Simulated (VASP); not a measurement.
BeZn2S2O, 6 atoms in the cell. Symmetry: I4/mmm, No. 139, tetragonal system. The conventional cell has a = 4.278 Å, b = 4.278 Å, c = 12.139 Å, α = 90.00°, β = 90.00°, γ = 90.00°. Within 4.0 Å of Be (site symmetry 4/mmm) lie 4 O at 3.02 Å and 8 Zn at 3.55 Å and 8 S at 3.71 Å. Within 2.5 Å of Zn (site symmetry 4mm) lie 1 O at 1.87 Å and 4 S at 2.44 Å. S (site symmetry -4m2) has 4 Zn at 2.44 Å and 4 S at 3.02 Å within 3.2 Å. O (site symmetry 4/mmm) has 2 Zn at 1.87 Å within 2.5 Å. 

| Property | Result |
| --- | --- |
| Program | VASP 6.6.1 |
| Task | single point |
| Functional | PBE |
| Potentials or basis | VASP PAW PBE potentials, release 64 (Be, Zn, S, O) |
| Cutoff | 520 eV |
| k mesh | 6 × 6 × 6 |
| Occupations | gaussian, width 0.1 eV |
| Spin | no spin polarisation |
| Dipole correction | no |
| Further INCAR settings | ALGO = Normal; EDIFF = 1e-07; NBANDS = 31 |

Potentials or basis: VASP PAW PBE potentials, release 64 (Be, Zn, S, O).

Command:

```bash
$ cat potpaw_PBE.64/Be/POTCAR potpaw_PBE.64/Zn/POTCAR potpaw_PBE.64/S/POTCAR potpaw_PBE.64/O/POTCAR > POTCAR
$ mpirun -np 1 vasp_std > vasp.out
```

Hardware: 1 thread of Intel(R) Xeon(R) Platinum 8259CL CPU @ 2.50GHz (Skylake/Cascade Lake), on a shared host.

Q: How long does it take, and how much memory?

A: It took 3.6 min on 1 thread of Intel(R) Xeon(R) Platinum 8259CL CPU @ 2.50GHz (Skylake/Cascade Lake) (shared host), peak memory 0.42 GiB. Counts: scf iterations 19, k points 30.
